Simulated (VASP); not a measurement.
# AgBr: relaxation of cell and atoms with PBEsol

AgBr:

```xyz
2
Lattice="0.0000 2.8377 2.8377 2.8377 0.0000 2.8377 2.8377 2.8377 0.0000" Properties=species:S:1:pos:R:3 pbc="T T T"
Ag    0.0000    0.0000    0.0000
Br    2.8377    2.8377    2.8377
```

```yaml
Program: VASP 6.6.1
Task: relaxation of cell and atoms
Functional: PBEsol
Potentials_or_basis: VASP PAW PBE potentials, release 64 (Ag, Br)
Cutoff: 500 eV
k_mesh: 8 × 8 × 8
Occupations: gaussian, width 0.01 eV
Spin: no spin polarisation
Target_pressure: 1 GPa
Dipole_correction: no
Further_INCAR_settings: ALGO = Normal; EDIFF = 1e-07; IBRION = 2; EDIFFG = -0.002; NSW = 100; ISIF = 3
```

The relaxed volume is 22.41 Å³/atom, the relaxed cell is a = 3.987 Å, b = 3.987 Å, c = 3.987 Å, α = 60.00°, β = 60.00°, γ = 60.00° and the space group after relaxing (to 0.05 Å) is Fm-3m (No. 225). The energy change on relaxing (the enthalpy is what falls) is +1.3 meV/atom, the ionic steps are 3 and the pressure after relaxing is 1.0 GPa. The band gap on the k mesh is 0.50 eV, indirect (least direct gap 2.65 eV).

The path:
```tsv
step	energy change (eV)	largest force (eV/Å)	pressure (GPa)	volume (Å³)
1	0.0000	0.0000	-0.06	45.70
2	0.0033	0.0000	1.15	44.71
3	0.0025	0.0000	1.00	44.82
```

Final structure:
```yaml
crystal:
  lattice:
    - [0.00000, 2.81938, 2.81938]
    - [2.81938, 0.00000, 2.81938]
    - [2.81938, 2.81938, 0.00000]
  atoms:
    - { symbol: Ag, position: [0.00000, 0.00000, 0.00000] }
    - { symbol: Br, position: [0.50000, 0.50000, 0.50000] }
```

Levels at points of the mesh, in eV from the valence-band top:
| k point | band 5 | band 6 | band 7 | band 8 | band 9 | band 10 | band 11 | band 12 | band 13 |
| --- | --- | --- | --- | --- | --- | --- | --- | --- | --- |
| (0.00, 0.00, 0.00) | -3.07 | -3.07 | -2.15 | -2.15 | -2.15 | 0.50 | 9.80 | 9.80 | 9.80 |
| (0.50, 0.00, 0.00) | -2.71 | -2.71 | -2.34 | 0.00 | 0.00 | 3.39 | 6.52 | 6.52 | 6.84 |
| (0.50, 0.50, 0.00) | -3.16 | -2.88 | -2.59 | -2.59 | -2.45 | 1.35 | 6.81 | 9.13 | 11.17 |

Wall time 78 s on 1 thread of Intel Xeon 8259CL (shared host), peak memory 0.18 GiB.

Caveat: the cell is relaxed towards a set pressure, so the enthalpy falls and the energy may rise; the PAW data sets were made with another functional, which shifts forces and pressure a little. PBEsol gaps usually lie below the measured ones, often by a third to a half.
